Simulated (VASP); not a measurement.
# C (P-1) in VASP: further runs

The runs below take C through single point, with PBE+D3(BJ).

All numbers are computed with VASP 6.6.1; they aren't measurements. Logs are shortened: lines on timing, memory, paths and dates and some standing lists are left out, and cuts for length are marked.

## (1) The cell of the first run

The typed cell holds 10 atoms: a = 3.650 Å, b = 2.465 Å, c = 13.777 Å, α = 102.92°, β = 76.36°, γ = 90.00°.

## (2) Single point, PBE+D3(BJ)

The input, INCAR:

```
SYSTEM = C
  PREC = Accurate
  ENCUT = 520
  EDIFF = 1E-7
  ISMEAR = 0
  SIGMA = 0.05
  LREAL = .False.
  LASPH = .True.
  NELM = 80
  ALGO = Normal
  ISIF = 2
  LWAVE = .False.
  LCHARG = .False.
  GGA = PE
  IVDW = 12
  NBANDS = 31
```

The input, KPOINTS:

```
Automatic mesh
0
Gamma
  7 11 3
  0 0 0
```

The input, POSCAR:

```
C
1.0
    0.0000000000      1.4231666446     -3.3613878322
   -2.4649969361      0.0000000000      0.0000000000
    3.0812461702     13.2647257873      2.0879689483
C
10
Direct
    0.1063220358      0.4172350640      0.6537880512
    0.7314400836      0.6628394864      0.0502715891
    0.8251605717      0.3514383808      0.2011507046
   -0.0811189403      1.0400372752      0.3520298201
    0.0126015478      0.7286361696      0.5029089357
    0.7622804044      0.2257594080      0.1006075264
   -0.1439991075      0.9143583024      0.2514866419
   -0.0502786195      0.6029571968      0.4023657575
    0.0434418686      1.2915560912      0.5532448730
    0.1371623566      0.9801549856      0.7041239885
```

Potentials or basis: VASP PAW PBE potentials, release 64 (C).

Run with:

```
cat potpaw_PBE.64/C/POTCAR > POTCAR
mpirun -np 1 vasp_std > vasp.out
```

OUTCAR:

```text
SYSTEM = C
   PREC = Accurate
   ENCUT = 520
   EDIFF = 1E-7
   ISMEAR = 0
   LREAL = .False.
   LASPH = .True.
   NELM = 80
   ISIF = 2
   GGA = PE
   IVDW = 12
 IVDW          = 12

 ion  position               nearest neighbor table
   1  0.106  0.417  0.654-  10 1.42  10 1.42   9 1.42
   2  0.731  0.663  0.050-   6 1.42   6 1.42
   3  0.825  0.351  0.201-   7 1.42   7 1.42   6 1.42
   4  0.919  0.040  0.352-   8 1.42   8 1.42   7 1.42
   5  0.013  0.729  0.503-   9 1.42   9 1.42   8 1.42
   6  0.762  0.226  0.101-   2 1.42   2 1.42   3 1.42
   7  0.856  0.914  0.251-   3 1.42   3 1.42   4 1.42
   8  0.950  0.603  0.402-   4 1.42   4 1.42   5 1.42
   9  0.043  0.292  0.553-   5 1.42   5 1.42   1 1.42
  10  0.137  0.980  0.704-   1 1.42   1 1.42

  LATTYP: Found a triclinic cell.
 ALAT       =     2.4649969361
 B/A-ratio  =     1.7868600557
 C/A-ratio  =     5.2940507906
 COS(alpha) =     0.0009423027
 COS(beta)  =     0.0472228186
 COS(gamma) =     0.5596409169

  Lattice vectors:

 A1 = (   2.4649969361,   0.0000000000,   0.0000000000)
 A2 = (   2.4649969361,   1.4231666446,  -3.3613878322)
 A3 = (   0.6162492341,  11.8415591427,   5.4493567805)

Analysis of symmetry for initial positions (statically):
=====================================================================
 Subroutine PRICEL returns:
 Original cell was already a primitive cell.

 Routine SETGRP: Setting up the symmetry group for a
 triclinic supercell.

 Subroutine GETGRP returns: Found  2 space group operations
 (whereof  1 operations were pure point group operations)
 out of a pool of  2 trial point group operations.

The static configuration has the point symmetry C_1 .
 The point group associated with its full space group is S_2 .

Analysis of symmetry for dynamics (positions and initial velocities):
=====================================================================
 Subroutine PRICEL returns:
 Original cell was already a primitive cell.

 Routine SETGRP: Setting up the symmetry group for a
 triclinic supercell.

 Subroutine GETGRP returns: Found  2 space group operations
 (whereof  1 operations were pure point group operations)
 out of a pool of  2 trial point group operations.

The dynamic configuration has the point symmetry C_1 .
 The point group associated with its full space group is S_2 .

 Subroutine INISYM returns: Found  2 space group operations
[... 119 lines left out ...]
   ISIF   =      2    stress and relaxation
   ISYM   =      2    0-nonsym 1-usesym 2-fastsym
   POTIM  = 0.5000    time-step for ionic-motion
   TEBEG  =    0.0;   TEEND  =   0.0 temperature during run
   PSTRESS=    0.0 pullay stress
   NELECT =      40.0000    total number of electrons
   NUPDOWN=      -1.0000    fix difference up-down
   EMIN   =  10.00;   EMAX   =-10.00  energy-range for DOS
   EFERMI =   0.00;   METHOD = LEGACY
   ISMEAR =     0;   SIGMA  =   0.05  broadening in eV -4-tet -1-fermi 0-gaus
   EFERMI_NEDOS =   21; number of points for ismear=-14 and -15
   IALGO  =     38    algorithm
   IMIX   =      4    mixing-type and parameters
     AMIX     =   0.40;   BMIX     =  1.00
     AMIX_MAG =   1.60;   BMIX_MAG =  1.00
  volume/ion in A,a.u.               =      11.72        79.11
  Fermi-wavevector in a.u.,A,eV,Ry     =   1.143959  2.161769 17.805164  1.308643
  Thomas-Fermi vector in A             =   2.280653
   LORBIT       =      0    0 simple, 1 ext, 2 COOP (PROOUT), +10 PAW based schemes
   GGA     = PE    functional components
   LHFCALC =     F    Hartree Fock is set to
   AEXX    =    0.0000 exact exchange contribution
   IVDW    =    12    specifies the selected vdW correction
   LEPSILON=     F    determine dielectric tensor
   LRPA    =     F    only Hartree local field effects (RPA)
 non-spin polarized calculation
 Gauss-broadening in eV      SIGMA  =   0.05
  energy-cutoff  :      520.00
  volume of cell :      117.23
 maximum number of plane-waves:      3189
   NGX = 13   NGY =  9   NGZ = 51

 number of electron      40.0000000 magnetization

 Free energy of the ion-electron system (eV)
  ---------------------------------------------------
  ext. energy  EPLUGINS =         0.00000000
  ---------------------------------------------------
  free energy    TOTEN  =       -85.45990590 eV

  energy without entropy =      -85.45128827  energy(sigma->0) =      -85.45559709

 E-fermi :   1.6447     XC(G=0):  -8.6831

 val. band max:        1.6423271577   @ k =  -0.4286   0.2727   0.3333
 cond. band min:       1.6459378772   @ k =   0.2857  -0.2727   0.3333
 fundamental gap:      0.0036107195
 Fermi energy:         1.6447126268

 k-point     1 :       0.0000    0.0000    0.0000
  band No.  band energies     occupation
      1     -17.7014      2.00000
      2     -16.9233      2.00000
      3     -15.7643      2.00000
      4     -14.2580      2.00000
      5     -12.7564      2.00000
      6      -9.9360      2.00000
[... 805 lines left out ...]
     30      10.8350      0.00000
     31      11.2258      0.00000

 [... further k-points ...]

------------------------ aborting loop because EDIFF is reached ----------------------------------------

 Edisp (eV)   -1.34089

 E8    (eV) :    -0.3850

  FORCE on cell =-STRESS in cart. coord.  units (eV):
  Direction    XX          YY          ZZ          XY          YZ          ZX
  --------------------------------------------------------------------------------------
  -------------------------------------------------------------------------------------
  Total       0.18161    -0.02325    -0.32252     0.00932    -0.15521     0.00481
  in kB       2.48195    -0.31776    -4.40771     0.12737    -2.12118     0.06576
  external pressure =       -0.75 kB  Pullay stress =        0.00 kB

 VOLUME and BASIS-vectors are now :
 -----------------------------------------------------------------------------
  energy-cutoff  :      520.00
  volume of cell :      117.23
      direct lattice vectors                 reciprocal lattice vectors
     0.000000000  1.423166645 -3.361387832     0.000000000  0.043902326 -0.278908511
    -2.464996936  0.000000000  0.000000000    -0.405680017  0.088347065  0.037404966
     3.081246170 13.264725787  2.087968948     0.000000000  0.070677652  0.029923972

 POSITION                                       TOTAL-FORCE (eV/Angst)
 -----------------------------------------------------------------------------------
      0.98600      8.82363      1.00770         0.000756      2.581491      0.124885
     -1.47900      1.70780     -2.35369         0.002679      1.613279      0.015361
     -0.24650      3.84255     -2.35369         0.000251      0.850543      0.051295
      0.98600      5.97730     -2.35369         0.000040      0.119405      0.008073
     -0.24650      6.68888      1.00770         0.000096      0.167115      0.007949
     -0.24650      2.41938     -2.35225        -0.000756     -2.581491     -0.124885
     -1.47900      4.55413     -2.35225        -0.000096     -0.167115     -0.007949
     -0.24650      6.68888     -2.35225        -0.000040     -0.119405     -0.008073
      0.98600      7.40047      1.00913        -0.000251     -0.850543     -0.051295
     -0.24650      9.53522      1.00913        -0.002679     -1.613279     -0.015361
 -----------------------------------------------------------------------------------
    total drift:                                0.000002     -0.000001     -0.000006

  FREE ENERGIE OF THE ION-ELECTRON SYSTEM (eV)
  ---------------------------------------------------
  free  energy   TOTEN  =       -86.8007971294 eV

  energy  without entropy=      -86.7921795005  energy(sigma->0) =      -86.79648831
```

stdout:

```text
POSCAR found type information on POSCAR C
 POSCAR found :  1 types and      10 ions
 scaLAPACK will be used
 LDA part: xc-table for (Slater+PW92), standard interpolation
 POSCAR, INCAR and KPOINTS ok, starting setup
 FFT: planning ... GRIDC
 FFT: planning ... GRID_SOFT
 FFT: planning ... GRID
 WAVECAR not read
 entering main loop
```

Run time: 3.1 min. Hardware: 1 thread of Intel Xeon 6975P-C (Granite Rapids), shared host; peak memory 0.4 GiB.

What came out:

```
Free energy                : -86.8008 eV
Pressure                   : -0.1 GPa
Largest force              : 2.585 eV/Å
Band gap on the k mesh     : zero (bands 20 and 21 overlap by 0.20 eV)
Dispersion energy per atom : -0.134 eV
```

Forces on the atoms (eV/Å):
```
C    0.001  2.581  0.125
C    0.003  1.613  0.015
C    0.000  0.851  0.051
C    0.000  0.119  0.008
C    0.000  0.167  0.008
C   -0.001 -2.581 -0.125
C    0.000 -0.167 -0.008
C    0.000 -0.119 -0.008
C    0.000 -0.851 -0.051
C   -0.003 -1.613 -0.015
```

Stress tensor (GPa, compression positive):
```
 0.25  0.01  0.01
 0.01 -0.03 -0.21
 0.01 -0.21 -0.44
```

Caveat: forces of over 1 eV/Å act on the atoms, so gaps and moduli don't describe the material at rest.

## (3) Single point, PBE+D3(BJ)

This run uses another cell than the first one, of the same volume but with other edges.

The input, INCAR:

```
SYSTEM = C
ALGO = Normal
EDIFF = 1E-6
ENCUT = 520
GGA = PE
ISIF = 2
ISMEAR = 0
IVDW = 12
LASPH = .TRUE.
LCHARG = .TRUE.
LELF = .TRUE.
LREAL = .FALSE.
LVHAR = .TRUE.
LWAVE = .FALSE.
NBANDS = 31
NELM = 100
PREC = Accurate
SIGMA = 0.05
```

The input, KPOINTS:

```
k-points
0
G
  7 11 3
  0 0 0
```

The input, POSCAR:

```
C
1.0
    0.0000000000      1.4231666446     -3.3613878322
   -2.4649969361      0.0000000000      0.0000000000
    1.8487477021     12.5531424650      3.7686628644
C
10
Direct
    0.4332160614      0.0903410384      0.6537880512
    0.7565758782      0.6377036918      0.0502715891
    0.9257359240      0.2508630285      0.2011507046
    0.0948959698      0.8640223651      0.3520298201
    0.2640560156      0.4771817018      0.5029089357
    0.8125841676      0.1754556448      0.1006075264
   -0.0182557865      0.7886149815      0.2514866419
    0.1509042593      0.4017743181      0.4023657575
    0.3200643051      1.0149336547      0.5532448730
    0.4892243509      0.6280929914      0.7041239885
```

Potentials or basis: VASP PAW PBE potentials, release 64 (C).

Run with:

```
cat potpaw_PBE.64/C/POTCAR > POTCAR
mpirun -np 1 vasp_std > vasp.out
```

OUTCAR:

```text
SYSTEM = C
   EDIFF = 1E-6
   ENCUT = 520
   GGA = PE
   ISIF = 2
   ISMEAR = 0
   IVDW = 12
   LASPH = .TRUE.
   LREAL = .FALSE.
   NELM = 100
   PREC = Accurate
 IVDW          = 12

 ion  position               nearest neighbor table
   1  0.433  0.090  0.654-  10 1.42  10 1.42   9 1.42
   2  0.757  0.638  0.050-   6 1.42   6 1.42
   3  0.926  0.251  0.201-   7 1.42   7 1.42   6 1.42
   4  0.095  0.864  0.352-   8 1.42   8 1.42   7 1.42
   5  0.264  0.477  0.503-   9 1.42   9 1.42   8 1.42
   6  0.813  0.175  0.101-   2 1.42   2 1.42   3 1.42
   7  0.982  0.789  0.251-   3 1.42   3 1.42   4 1.42
   8  0.151  0.402  0.402-   4 1.42   4 1.42   5 1.42
   9  0.320  0.015  0.553-   5 1.42   5 1.42   1 1.42
  10  0.489  0.628  0.704-   1 1.42   1 1.42

  LATTYP: Found a triclinic cell.
 ALAT       =     3.6502508759
 B/A-ratio  =     1.2066580387
 C/A-ratio  =     3.6261595342
 COS(alpha) =     0.0109795360
 COS(beta)  =     0.1075680901
 COS(gamma) =     0.8287352075

  Lattice vectors:

 A1 = (   0.0000000000,   1.4231666446,  -3.3613878322)
 A2 = (  -2.4649969361,   1.4231666446,  -3.3613878322)
 A3 = (   1.8487477021,  12.5531424650,   3.7686628644)

Analysis of symmetry for initial positions (statically):
=====================================================================
 Subroutine PRICEL returns:
 Original cell was already a primitive cell.

 Routine SETGRP: Setting up the symmetry group for a
 triclinic supercell.

 Subroutine GETGRP returns: Found  2 space group operations
 (whereof  1 operations were pure point group operations)
 out of a pool of  2 trial point group operations.

The static configuration has the point symmetry C_1 .
 The point group associated with its full space group is S_2 .

[... 151 lines left out ...]
  Fermi-wavevector in a.u.,A,eV,Ry     =   1.143959  2.161769 17.805164  1.308643
  Thomas-Fermi vector in A             =   2.280653
   LORBIT       =      0    0 simple, 1 ext, 2 COOP (PROOUT), +10 PAW based schemes
   GGA     = PE    functional components
   LHFCALC =     F    Hartree Fock is set to
   AEXX    =    0.0000 exact exchange contribution
   IVDW    =    12    specifies the selected vdW correction
   LEPSILON=     F    determine dielectric tensor
   LRPA    =     F    only Hartree local field effects (RPA)
 non-spin polarized calculation
 Gauss-broadening in eV      SIGMA  =   0.05
  energy-cutoff  :      520.00
  volume of cell :      117.23
 maximum number of plane-waves:      3185
   NGX = 13   NGY =  9   NGZ = 49

 number of electron      39.9999999 magnetization

 Free energy of the ion-electron system (eV)
  ---------------------------------------------------
  ext. energy  EPLUGINS =         0.00000000
  ---------------------------------------------------
  free energy    TOTEN  =       -85.45349437 eV

  energy without entropy =      -85.44524800  energy(sigma->0) =      -85.44937118

 E-fermi :   1.6509     XC(G=0):  -8.6863

 val. band max:        1.6456179930   @ k =  -0.4286  -0.2727   0.3333
 cond. band min:       1.6530157248   @ k =  -0.4286   0.2727   0.0000
 fundamental gap:      0.0073977318
 Fermi energy:         1.6509380279

 k-point     1 :       0.0000    0.0000    0.0000
  band No.  band energies     occupation
      1     -17.6990      2.00000
      2     -16.9215      2.00000
      3     -15.7620      2.00000
      4     -14.2556      2.00000
      5     -12.7536      2.00000
      6      -9.9340      2.00000
[... 805 lines left out ...]
     30      10.6730      0.00000
     31      11.1365      0.00000

 [... further k-points ...]

------------------------ aborting loop because EDIFF is reached ----------------------------------------

 Edisp (eV)   -1.34066

 E8    (eV) :    -0.3849

  FORCE on cell =-STRESS in cart. coord.  units (eV):
  Direction    XX          YY          ZZ          XY          YZ          ZX
  --------------------------------------------------------------------------------------
  -------------------------------------------------------------------------------------
  Total       0.25123    -0.06576    -0.25915    -0.00421    -0.05853    -0.00076
  in kB       3.43348    -0.89872    -3.54169    -0.05755    -0.79985    -0.01037
  external pressure =       -0.34 kB  Pullay stress =        0.00 kB

 VOLUME and BASIS-vectors are now :
 -----------------------------------------------------------------------------
  energy-cutoff  :      520.00
  volume of cell :      117.23
      direct lattice vectors                 reciprocal lattice vectors
     0.000000000  1.423166645 -3.361387832     0.000000000  0.079241152 -0.263946525
    -2.464996936  0.000000000  0.000000000    -0.405680017  0.053008239  0.022442979
     1.848747702 12.553142465  3.768662864     0.000000000  0.070677652  0.029923972

 POSITION                                       TOTAL-FORCE (eV/Angst)
 -----------------------------------------------------------------------------------
      0.98600      8.82363      1.00770        -0.000458      2.604830      0.117542
     -1.47900      1.70780     -2.35369        -0.001256      1.640791      0.048620
     -0.24650      3.84255     -2.35369        -0.000028      0.858206      0.041244
     -1.47900      4.55413      1.00770         0.000025      0.121924      0.009302
     -0.24650      6.68888      1.00770         0.000059      0.174229      0.008290
     -0.24650      2.41938     -2.35225         0.000458     -2.604830     -0.117542
     -1.47900      4.55413     -2.35225        -0.000059     -0.174229     -0.008290
     -0.24650      5.26572      1.00913        -0.000025     -0.121924     -0.009302
      0.98600      7.40047      1.00913         0.000028     -0.858206     -0.041244
     -0.24650      9.53522      1.00913         0.001256     -1.640791     -0.048620
 -----------------------------------------------------------------------------------
    total drift:                               -0.000006     -0.000023     -0.000013

  FREE ENERGIE OF THE ION-ELECTRON SYSTEM (eV)
  ---------------------------------------------------
  free  energy   TOTEN  =       -86.7941540518 eV

  energy  without entropy=      -86.7859076838  energy(sigma->0) =      -86.79003087
```

stdout:

```text
POSCAR found type information on POSCAR C
 POSCAR found :  1 types and      10 ions
 scaLAPACK will be used
 LDA part: xc-table for (Slater+PW92), standard interpolation
 POSCAR, INCAR and KPOINTS ok, starting setup
 FFT: planning ... GRIDC
 FFT: planning ... GRID_SOFT
 FFT: planning ... GRID
 WAVECAR not read
 entering main loop
```

It took 2.6 min on 1 thread of Intel Xeon 6975P-C (Granite Rapids), shared host; peak memory 0.39 GiB.

Results:

```yaml
Free_energy: -86.7942 eV
Pressure: 0.0 GPa
Largest_force: 2.607 eV/Å
Band_gap_on_the_k_mesh: zero (bands 20 and 21 overlap by 0.21 eV)
Dispersion_energy_per_atom: -0.134 eV
```

Forces in eV/Å, atoms in the order of the input:
```
C    0.000  2.605  0.118
C   -0.001  1.641  0.049
C    0.000  0.858  0.041
C    0.000  0.122  0.009
C    0.000  0.174  0.008
C    0.000 -2.605 -0.118
C    0.000 -0.174 -0.008
C    0.000 -0.122 -0.009
C    0.000 -0.858 -0.041
C    0.001 -1.641 -0.049
```

Stress tensor (GPa, compression positive):
```
 0.34 -0.01  0.00
-0.01 -0.09 -0.08
 0.00 -0.08 -0.35
```

Caveat: forces of over 1 eV/Å act on the atoms, so gaps and moduli don't describe the material at rest.

## (4) Single point, PBE+D3(BJ)

This run uses another cell than the first one, of 10.64 Å³/atom.

The input, INCAR:

```
PREC = Accurate ; ENCUT = 520
EDIFF = 1E-6 ; ISMEAR = 0
SIGMA = 0.05 ; LREAL = False
LASPH = True ; NELM = 80
ALGO = Normal ; ISIF = 2
LWAVE = False ; LCHARG = True
GGA = PE ; IVDW = 12
LELF = True ; LVHAR = True
NBANDS = 31
```

The input, KPOINTS:

```
regular mesh
0
Gamma
  7 11 3
```

The input, POSCAR:

```
C
1.0
    0.0000000000      1.4231666446     -3.3613878322
   -2.4649969361      0.0000000000      0.0000000000
    1.8487477021     11.4481046098      3.3008046181
C
10
Direct
    0.4073459933      0.1400836370      0.7201115161
    0.7545866564      0.6415285392      0.0553713855
    0.9177764906      0.2661673136      0.2215564182
    0.0809663249      0.8908060881      0.3877414508
    0.2441561591      0.5154448626      0.5539264834
    0.8086031779      0.1831102353      0.1108136471
   -0.0282069879      0.8077490098      0.2769986797
    0.1349828463      0.4323877843      0.4431837123
    0.2981726806      1.0570265587      0.6093687450
    0.4613625148      0.6816653332      0.7755537776
```

Run with:

```
cat potpaw_PBE.64/C/POTCAR > POTCAR
mpirun -np 1 vasp_std > vasp.out
```

It took 2.3 min on 1 thread of Intel Xeon 6975P-C (Granite Rapids), shared host; peak memory 0.37 GiB.

The run converged. Its results:

* Free energy: -87.1583 eV
* Pressure: -1.3 GPa
* Largest force: 2.416 eV/Å
* Dispersion energy per atom: -0.139 eV

Forces on the atoms (eV/Å):
```
C   -0.010  2.414  0.098
C   -0.040  0.996  0.050
C   -0.004  0.727  0.020
C    0.000  0.098  0.012
C    0.000  0.093  0.010
C    0.010 -2.414 -0.098
C    0.000 -0.093 -0.010
C    0.000 -0.098 -0.012
C    0.004 -0.727 -0.020
C    0.040 -0.996 -0.050
```

Stress tensor (GPa, compression positive):
```
-1.25 -0.19 -0.01
-0.19 -2.38 -0.16
-0.01 -0.16 -0.25
```

Levels at points of the mesh, in eV from the Fermi level:
```csv
k point,band 18,band 19,band 20,band 21,band 22,band 23
"(0.00, 0.00, 0.00)",-3.00,-2.76,-0.45,0.52,2.41,4.57
```

Caveat: forces of over 1 eV/Å act on the atoms, so gaps and moduli don't describe the material at rest.

## (5) Overview

```tsv
cell	gap on the mesh (eV)	pressure (GPa)	largest force (eV/Å)
a = 3.650, b = 2.465, c = 13.777 Å, angles 102.9, 76.4, 90.0°, 10 atoms	none	-0.1	2.58
a = 3.650, b = 2.465, c = 13.236 Å, angles 98.0, 83.8, 90.0°, 10 atoms	none	0.0	2.61
a = 3.650, b = 2.465, c = 12.057 Å, angles 98.8, 83.2, 90.0°, 10 atoms	-	-1.3	2.42
```

Alike in all rows: task single point; level PBE+D3(BJ); potentials or basis VASP PAW PBE potentials, release 64 (C); no spin polarisation; k mesh 7 × 11 × 3; cutoff (eV) 520; smearing gaussian 0.05 eV.

Caveats: forces of over 1 eV/Å act on the atoms, so gaps and moduli don't describe the material at rest.

Total energies depend on the potentials used, so only differences within one code and one set of settings carry meaning.
